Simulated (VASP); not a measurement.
# WC (I4/mmm) in VASP: single point with PBE

Aim: the single point of WC with PBE.

All numbers are computed with VASP 6.6.1; they aren't measurements. Logs are shortened: lines on timing, memory, paths and dates and some standing lists are left out, and cuts for length are marked.

## Step 1: The cell of the first run

It takes space group I4/mmm (No. 139, tetragonal). The conventional cell has a = 3.097 Å, b = 3.097 Å, c = 4.555 Å, α = 90.00°, β = 90.00°, γ = 90.00°. W (site symmetry 4/mmm) has 6 C at 2.19 to 2.28 Å within 2.9 Å. C (site symmetry 4/mmm) has 6 W at 2.19 to 2.28 Å within 2.9 Å.

## Step 2: Single point, PBE (strain +0.0400 x Voigt [1, 0, 0, 0, 0, 0])

File INCAR:

```
SYSTEM = WC
  PREC = Accurate
  ENCUT = 520
  EDIFF = 1E-7
  ISMEAR = 0
  SIGMA = 0.15
  LREAL = .FALSE.
  LASPH = .TRUE.
  NELM = 80
  ALGO = Normal
  ISIF = 2
  LWAVE = .FALSE.
  LCHARG = .TRUE.
  GGA = PE
  LELF = .TRUE.
  LVHAR = .TRUE.
  NBANDS = 16
```

File KPOINTS:

```
regular mesh
0
G
  24 24 24
  0 0 0
```

File POSCAR:

```
WC
1.0
    0.0000000000      2.1900108577      2.1900108577
    2.2776112920      0.0000000000      2.1900108577
    2.2776112920      2.1900108577      0.0000000000
W C
1 1
Direct
    0.0000000000      0.0000000000      0.0000000000
    0.5000000000      0.5000000000      0.5000000000
```

Potentials or basis: VASP PAW PBE potentials, release 64 (W_sv, C).

Command:

```
> cat potpaw_PBE.64/W_sv/POTCAR potpaw_PBE.64/C/POTCAR > POTCAR
> mpirun -np 1 vasp_std > vasp.out
```

OUTCAR:

```text
SYSTEM = WC
   PREC = Accurate
   ENCUT = 520
   EDIFF = 1E-7
   ISMEAR = 0
   LREAL = .FALSE.
   LASPH = .TRUE.
   NELM = 80
   ISIF = 2
   GGA = PE

 ion  position               nearest neighbor table
   1  0.000  0.000  0.000-   2 2.19   2 2.19   2 2.19   2 2.19   2 2.28   2 2.28
   2  0.500  0.500  0.500-   1 2.19   1 2.19   1 2.19   1 2.19   1 2.28   1 2.28

  LATTYP: Found a body centered tetragonal cell.
 ALAT       =     3.0971430567
 C/A-ratio  =     1.4707821049

  Lattice vectors:

 A1 = (   2.2776112920,   0.0000000000,   2.1900108577)
 A2 = (   2.2776112920,   0.0000000000,  -2.1900108577)
 A3 = (  -2.2776112920,   2.1900108577,   0.0000000000)

Analysis of symmetry for initial positions (statically):
=====================================================================
 Subroutine PRICEL returns:
 Original cell was already a primitive cell.

 Routine SETGRP: Setting up the symmetry group for a
 body centered tetragonal supercell.

 Subroutine GETGRP returns: Found 16 space group operations
 (whereof 16 operations were pure point group operations)
 out of a pool of 16 trial point group operations.

The static configuration has the point symmetry D_4h.

Analysis of symmetry for dynamics (positions and initial velocities):
=====================================================================
 Subroutine PRICEL returns:
 Original cell was already a primitive cell.

 Routine SETGRP: Setting up the symmetry group for a
 body centered tetragonal supercell.

 Subroutine GETGRP returns: Found 16 space group operations
 (whereof 16 operations were pure point group operations)
 out of a pool of 16 trial point group operations.

The dynamic configuration has the point symmetry D_4h.

 Subroutine INISYM returns: Found 16 space group operations
 (whereof 16 operations are pure point group operations),
 and found     1 'primitive' translations

----------------------------------------------------------------------------------------

                                     Primitive cell

  volume of cell :      21.8475

  direct lattice vectors                    reciprocal lattice vectors
     0.000000000  2.190010858  2.190010858    -0.219528241  0.228309370  0.228309370
     2.277611292  0.000000000  2.190010858     0.219528241 -0.228309370  0.228309370
     2.277611292  2.190010858  0.000000000     0.219528241  0.228309370 -0.228309370

  length of vectors
     3.097143057  3.159693142  3.159693142     0.390439478  0.390439478  0.390439478

  position of ions in fractional coordinates (direct lattice)
     0.000000000  0.000000000  0.000000000
     0.500000000  0.500000000  0.500000000

  ion indices of the primitive-cell ions
   primitive index   ion index
                 1           1
                 2           2

----------------------------------------------------------------------------------------

 KPOINTS: regular mesh

Automatic generation of k-mesh.
 Grid dimensions read from file:
 generate k-points for:   24   24   24

 Generating k-lattice:

  Cartesian coordinates                     Fractional coordinates (reciprocal lattice)
    -0.009147010  0.009512890  0.009512890     0.041666667  0.000000000  0.000000000
     0.009147010 -0.009512890  0.009512890     0.000000000  0.041666667 -0.000000000
     0.009147010  0.009512890 -0.009512890     0.000000000 -0.000000000  0.041666667

  Length of vectors
     0.016268312  0.016268312  0.016268312

  Shift w.r.t. Gamma in fractional coordinates (k-lattice)
     0.000000000  0.000000000  0.000000000

 Subroutine IBZKPT returns following result:
 ===========================================

 Found   1063 irreducible k-points:

 Following reciprocal coordinates:
            Coordinates               Weight
  0.000000  0.000000  0.000000      1.000000
  0.041667  0.000000  0.000000      8.000000
  0.083333  0.000000  0.000000      8.000000
  0.125000  0.000000  0.000000      8.000000
  0.166667  0.000000  0.000000      8.000000
  0.208333 -0.000000 -0.000000      8.000000
[... 16 lines left out ...]
  0.416667  0.041667  0.000000     16.000000
  0.458333  0.041667 -0.000000     16.000000
 [... further k-points ...]
   k-points           NKPTS =   1063   k-points in BZ     NKDIM =   1063   number of bands    NBANDS=     16
   number of dos      NEDOS =    301   number of ions     NIONS =      2
   total plane-waves  NPLWV =  13824
   dimension x,y,z NGX =    24 NGY =   24 NGZ =   24
   dimension x,y,z NGXF=    48 NGYF=   48 NGZF=   48
   ions per type =               1   1
   NGX,Y,Z   is equivalent  to a cutoff of  12.88, 12.63, 12.63 a.u.
   NGXF,Y,Z  is equivalent  to a cutoff of  25.77, 25.25, 25.25 a.u.
 SYSTEM =  WC
   PREC   = accura    normal or accurate (medium, high low for compatibility)
   ISTART =      0    job   : 0-new  1-cont  2-samecut
   ICHARG =      2    charge: 1-file 2-atom 10-const
   ISPIN  =      1    spin polarized calculation?
   LNONCOLLINEAR =      F non collinear calculations
   LSORBIT =      F    spin-orbit coupling
   LASPH  =      T    aspherical Exc in radial PAW
   ENCUT  =  520.0 eV  38.22 Ry    6.18 a.u.   5.76  5.87  5.87*2*pi/ulx,y,z
   NELM   =     80;   NELMIN=  2; NELMDL= -5     # of ELM steps
   EDIFF  = 0.1E-06   stopping-criterion for ELM
   LREAL  =      F    real-space projection
   EDIFFG = 0.1E-05   stopping-criterion for IOM
   NSW    =      0    number of steps for IOM
   IBRION =     -1    ionic relax: 0-MD 1-quasi-New 2-CG
   NFREE  =      0    steps in history (QN), initial steepest desc. (CG)
   ISIF   =      2    stress and relaxation
   ISYM   =      2    0-nonsym 1-usesym 2-fastsym
   POTIM  = 0.5000    time-step for ionic-motion
   TEBEG  =    0.0;   TEEND  =   0.0 temperature during run
   PSTRESS=    0.0 pullay stress
   NELECT =      18.0000    total number of electrons
   NUPDOWN=      -1.0000    fix difference up-down
   EMIN   =  10.00;   EMAX   =-10.00  energy-range for DOS
   EFERMI =   0.00;   METHOD = LEGACY
   ISMEAR =     0;   SIGMA  =   0.15  broadening in eV -4-tet -1-fermi 0-gaus
   EFERMI_NEDOS =   21; number of points for ismear=-14 and -15
   IALGO  =     38    algorithm
   IMIX   =      4    mixing-type and parameters
     AMIX     =   0.40;   BMIX     =  1.00
     AMIX_MAG =   1.60;   BMIX_MAG =  1.00
  volume/ion in A,a.u.               =      10.92        73.72
  Fermi-wavevector in a.u.,A,eV,Ry     =   1.534729  2.900217 32.047057  2.355392
  Thomas-Fermi vector in A             =   2.641616
   LORBIT       =      0    0 simple, 1 ext, 2 COOP (PROOUT), +10 PAW based schemes
   GGA     = PE    functional components
   LHFCALC =     F    Hartree Fock is set to
   AEXX    =    0.0000 exact exchange contribution
   IVDW    =     0    specifies the selected vdW correction
   LEPSILON=     F    determine dielectric tensor
   LRPA    =     F    only Hartree local field effects (RPA)
 non-spin polarized calculation
 Gauss-broadening in eV      SIGMA  =   0.15
  energy-cutoff  :      520.00
  volume of cell :       21.85
 maximum number of plane-waves:       606
   NGX = 11   NGY = 11   NGZ = 11

 number of electron      18.0000002 magnetization

 Free energy of the ion-electron system (eV)
  ---------------------------------------------------
  ext. energy  EPLUGINS =         0.00000000
  ---------------------------------------------------
  free energy    TOTEN  =       -21.49885222 eV

  energy without entropy =      -21.48664132  energy(sigma->0) =      -21.49274677

 E-fermi :  11.8414     XC(G=0): -13.5150

 val. band max:       11.8407288616   @ k =   0.5000   0.1250   0.0000
 cond. band min:      11.8417979171   @ k =  -0.4167   0.2500   0.1250
 fundamental gap:      0.0010690556
 Fermi energy:        11.8413803348

 k-point     1 :       0.0000    0.0000    0.0000
  band No.  band energies     occupation
      1     -63.5950      2.00000
      2     -27.5978      2.00000
      3     -27.5904      2.00000
      4     -27.5904      2.00000
      5      -3.6315      2.00000
      6       8.9470      2.00000
[... 8 lines left out ...]
     15      21.6022      0.00000
     16      34.1078      0.00000

 k-point     2 :       0.0417    0.0000    0.0000
  band No.  band energies     occupation
      1     -63.5944      2.00000
      2     -27.6033      2.00000
      3     -27.5952      2.00000
      4     -27.5911      2.00000
      5      -3.5848      2.00000
      6       8.8723      2.00000
[... 8 lines left out ...]
     15      21.7129      0.00000
     16      33.4678      0.00000

 k-point     3 :       0.0833    0.0000    0.0000
  band No.  band energies     occupation
      1     -63.5929      2.00000
      2     -27.6285      2.00000
      3     -27.6003      2.00000
      4     -27.5932      2.00000
      5      -3.4460      2.00000
      6       8.5379      2.00000
[... 8 lines left out ...]
     15      22.0321      0.00000
     16      32.2146      0.00000

 k-point     4 :       0.1250    0.0000    0.0000
  band No.  band energies     occupation
      1     -63.5904      2.00000
      2     -27.6703      2.00000
      3     -27.6064      2.00000
      4     -27.5965      2.00000
      5      -3.2193      2.00000
      6       7.9607      2.00000
[... 8 lines left out ...]
     15      22.5162      0.00000
     16      30.8670      0.00000
[... 324 lines left out ...]
 k-point    22 :       0.3750    0.0417   -0.0000
  band No.  band energies     occupation
      1     -63.5692      2.00000
      2     -28.0158      2.00000
      3     -27.6607      2.00000
      4     -27.6266      2.00000
      5      -0.6666      2.00000
      6       3.9583      2.00000
[... 8 lines left out ...]
     15      24.4696      0.00000
     16      25.1561      0.00000

 k-point    23 :       0.4167    0.0417    0.0000
  band No.  band energies     occupation
      1     -63.5666      2.00000
      2     -28.0584      2.00000
      3     -27.6664      2.00000
      4     -27.6311      2.00000
      5      -0.1276      2.00000
      6       3.3347      2.00000
[... 8 lines left out ...]
     15      24.2046      0.00000
     16      24.6962      0.00000

 k-point    24 :       0.4583    0.0417   -0.0000
  band No.  band energies     occupation
      1     -63.5647      2.00000
      2     -28.0872      2.00000
      3     -27.6700      2.00000
      4     -27.6345      2.00000
      5       0.3645      2.00000
      6       2.7916      2.00000
[... 8 lines left out ...]
     15      23.6196      0.00000
     16      24.1265      0.00000

 [... further k-points ...]
[... 5 lines left out ...]
  --------------------------------------------------------------------------------------
  -------------------------------------------------------------------------------------
  Total       -3.0167752     -0.8013673     -0.8013673     -0.0000000      0.0000000      0.0000000
  in kB     -221.2337588    -58.7678867    -58.7678867     -0.0000000      0.0000000      0.0000000
  external PRESSURE =    -112.9231774 kB  Pullay stress =       0.0000000 kB

 VOLUME and BASIS-vectors are now :
 -----------------------------------------------------------------------------
  energy-cutoff  :      520.00
  volume of cell :       21.85
      direct lattice vectors                 reciprocal lattice vectors
     0.000000000  2.190010858  2.190010858    -0.219528241  0.228309370  0.228309370
     2.277611292  0.000000000  2.190010858     0.219528241 -0.228309370  0.228309370
     2.277611292  2.190010858  0.000000000     0.219528241  0.228309370 -0.228309370

 POSITION                                       TOTAL-FORCE (eV/Angst)
 -----------------------------------------------------------------------------------
      0.00000      0.00000      0.00000         0.000000      0.000000     -0.000000
      2.27761      2.19001      2.19001         0.000000     -0.000000      0.000000
 -----------------------------------------------------------------------------------
    total drift:                                0.000000     -0.000000     -0.000000

  FREE ENERGIE OF THE ION-ELECTRON SYSTEM (eV)
  ---------------------------------------------------
  free  energy   TOTEN  =       -21.4988522171 eV

  energy  without entropy=      -21.4866413202  energy(sigma->0) =      -21.49274677
```

Run time: 2.1 min. Hardware: 1 thread of Intel Xeon Platinum 8488C (Sapphire Rapids), shared host; peak memory 0.45 GiB.

Results:

```
Free energy            : -21.4989 eV
Pressure               : -11.3 GPa
Band gap on the k mesh : zero (band 9 reaches 12.73 eV, above the bottom of band 10 at 9.91 eV)
```

Stress tensor (GPa, compression positive):
```
-22.12   0.00   0.00
  0.00  -5.88   0.00
  0.00   0.00  -5.88
```

Levels at points of the mesh, in eV from the Fermi level:
```tsv
k point	band 6	band 7	band 8	band 9	band 10	band 11	band 12	band 13
(0.00, 0.00, 0.00)	-2.89	-2.43	-2.43	-1.19	-1.07	-0.93	-0.93	-0.69
(0.50, 0.00, 0.00)	-9.46	-6.35	-6.29	0.87	1.14	2.24	4.87	7.89
(0.50, 0.50, 0.00)	-5.47	-5.33	-2.52	-2.47	0.79	1.92	2.36	5.34
(0.00, 0.50, 0.50)	-5.73	-5.46	-2.25	-2.25	0.78	2.13	2.13	4.72
```

Caveat: the cell differs from its parent crystal (strain +0.0400 x Voigt [1, 0, 0, 0, 0, 0]); spin-orbit coupling is left out, which moves the levels of the heavy elements.
